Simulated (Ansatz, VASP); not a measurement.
**Lu in VASP and in Ansatz**

INCAR

```
PREC     = Accurate       # precision mode
ENCUT    = 520            # plane-wave cutoff, eV
EDIFF    = 1E-6           # SCF threshold, eV
ISMEAR   = -1             # smearing method
SIGMA    = 0.05           # smearing width, eV
LREAL    = False          # projectors in reciprocal space
LASPH    = True           # aspherical terms in the spheres
NELM     = 80             # most SCF steps
ALGO     = Normal         # electronic algorithm
ISIF     = 2              # what is computed and relaxed
LWAVE    = False          # write WAVECAR
LCHARG   = False          # write CHGCAR
GGA      = PS             # functional
NBANDS   = 32             # bands
```

The input KPOINTS:

```
Automatic mesh
0
Gamma
  10 10 10
```

The input POSCAR:

```
Lu
1.0
    0.0000000000      3.1484096332      3.1484096332
    3.1484096332      0.0000000000      3.1484096332
    3.1484096332      3.1484096332      0.0000000000
Lu
2
Direct
   -0.1250000000     -0.1250000000     -0.1250000000
    0.1250000000      0.1250000000      0.1250000000
```

Input for Ansatz:

```yaml
crystal:
  lattice:
    - [0.0, 3.1484096332, 3.1484096332]
    - [3.1484096332, 0.0, 3.1484096332]
    - [3.1484096332, 3.1484096332, 0.0]
  atoms:
    - { symbol: Lu, position: [-0.125, -0.125, -0.125] }
    - { symbol: Lu, position: [0.125, 0.125, 0.125] }
kpoints:
  mp_grid: { grid: [10, 10, 10] }
scf:
  occupations: { method: fermi_dirac, width: 0.05 }
hamiltonian:
  xc: pbesol
  pseudopotentials: { kind: all_electron, lapw: { basis_error: 0.001 } }
output:
  forces: true
  stress: true
  eigenvalues: true
  populations: true
```

Change from the starting cell: volume scaled by 0.68, LAPW.

Alike in both runs: task single point; functional PBEsol; k mesh 10 × 10 × 10; occupations fermi-dirac, width 0.05 eV; no spin polarisation.

|  | VASP | Ansatz |
| --- | --- | --- |
| version | VASP 6.6.1 | Ansatz 0.2.0 |
| potentials or method | VASP PAW PBE potentials, release 64 (Lu), cutoff 520 eV | all-electron LAPW, scalar-relativistic |

Ansatz gave:

| Quantity | Value |
| --- | --- |
| pressure (GPa) | 4.9 |

Problem. What did VASP give for the same quantities?

Solution. Pressure (GPa): 5.2.

VASP's potentials were made for PBE, not for PBEsol. Ansatz ran all-electron here, and VASP with PAW potentials.

Spin-orbit coupling is off throughout.
